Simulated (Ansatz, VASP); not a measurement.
One calculation of BAs, two programs

File INCAR:

```
PREC = Accurate
ENCUT = 520
EDIFF = 1E-7
ISMEAR = 0
SIGMA = 0.05
LREAL = F
LASPH = T
NELM = 60
ALGO = Normal
ISIF = 2
LWAVE = F
LCHARG = F
GGA = PE
NBANDS = 11
```

The input KPOINTS:

```
Automatic mesh
0
Gamma
  10 10 10
```

Contents of POSCAR:

```
BAs
1.0
    0.0000000000      2.2929600000      2.5795800000
    2.2929600000      0.0000000000      2.5795800000
    2.2929600000      2.2929600000      0.0000000000
B As
1 1
Direct
    0.0000000000      0.0000000000      0.0000000000
    0.7500000000      0.7500000000      0.7500000000
```

Input for Ansatz:

```yaml
crystal:
  lattice:
    - [0.0, 2.29296, 2.57958]
    - [2.29296, 0.0, 2.57958]
    - [2.29296, 2.29296, 0.0]
  atoms:
    - { symbol: B, position: [0.0, 0.0, 0.0] }
    - { symbol: As, position: [0.75, 0.75, 0.75] }
basis:
  ecutwfc: 420
kpoints:
  mp_grid: { grid: [10, 10, 10] }
hamiltonian:
  xc: pbe
scf:
  occupations: { method: gaussian, width: 0.05 }
output:
  forces: true
  stress: true
  eigenvalues: true
```

Change from the starting cell: strain -0.040 along x and y, +0.080 along z, atoms carried along.

Alike in both runs: task single point; functional PBE; k mesh 10 × 10 × 10; occupations gaussian, width 0.05 eV; no spin polarisation.

```csv
,VASP,Ansatz
version,VASP 6.6.1,Ansatz 0.2.0
potentials or method,"VASP PAW PBE potentials, release 64 (B, As), cutoff 520 eV","scalar-relativistic, plane waves, PAW"
valence electrons in the cell,8,18
```

VASP gave:

| Property | Result |
| --- | --- |
| gap on the k mesh at the Fermi level (eV) | 0.28 |
| least direct gap on the mesh (eV) | 2.68 |
| pressure (GPa) | 4.1 |
| traceless stress, the component that is largest in VASP (GPa) | -19.07 |

Problem. Which values does Ansatz return?

Solution. gap on the k mesh at the Fermi level (eV): 0.29; least direct gap on the mesh (eV): 2.69; pressure (GPa): 3.4; traceless stress, the component that is largest in VASP (GPa): -19.14.

VASP's potentials hold 8 valence electrons a cell and Ansatz's 18, so a difference there can come from the potentials and not from the codes.
